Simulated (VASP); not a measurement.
A run of VASP 6.6.1 is set up as follows.

POSCAR

```
AlBN
1.0
    2.6456200000      0.0000000000      0.0000000000
    0.0000000000      2.6456200000      0.0000000000
    0.0000000000      0.0000000000      5.4026400000
Al B N
1 1 1
Direct
    0.5000000000      0.5000000000      0.0000000000
    0.5000000000      0.5000000000      0.5000000000
    0.0000000000      0.0000000000      0.0000000000
```

INCAR.step1

```
  PREC = Accurate
  ENCUT = 520
  EDIFF = 1E-5
  ISMEAR = -1
  SIGMA = 0.05
  LREAL = F
  LASPH = T
  NELM = 60
  ALGO = Normal
  ISIF = 2
  LWAVE = T
  LCHARG = F
  GGA = PE
  NBANDS = 12
```

Contents of INCAR.step2:

```
  PREC = Accurate
  ENCUT = 520
  EDIFF = 1E-7
  ISMEAR = -1
  SIGMA = 0.05
  LREAL = F
  LASPH = T
  NELM = 60
  ALGO = Normal
  ISIF = 2
  LWAVE = F
  LCHARG = F
  GGA = PE
  LHFCALC = T
  AEXX = 0.5
  HFSCREEN = 0.2
  PRECFOCK = Normal
  ISTART = 1
  NBANDS = 12
```

The input KPOINTS:

```
regular mesh
0
Gamma
  5 5 3
```

Potentials or basis: VASP PAW PBE potentials, release 64 (Al, B, N).

Run with:

```sh
$ cat potpaw_PBE.64/Al/POTCAR potpaw_PBE.64/B/POTCAR potpaw_PBE.64/N/POTCAR > POTCAR
$ cp INCAR.step1 INCAR
$ mpirun -np 1 vasp_std > vasp.out
$ cp INCAR.step2 INCAR
$ mpirun -np 1 vasp_std > vasp.out
```

Q: Estimate the pressure.

A: -5.7 GPa.

Q: What does it give for the band gap on the k mesh?

A: Zero (an odd number of electrons rules out a gap without spin polarisation).

Stress tensor (GPa, compression positive):
```
-11.77   0.00   0.00
  0.00 -11.77   0.00
  0.00   0.00   6.53
```

Caveat: the k points lie up to 0.47 Å⁻¹ apart, too coarse for converged energies and pressures of a metal; the PAW data sets were made with another functional, which shifts forces and pressure a little.
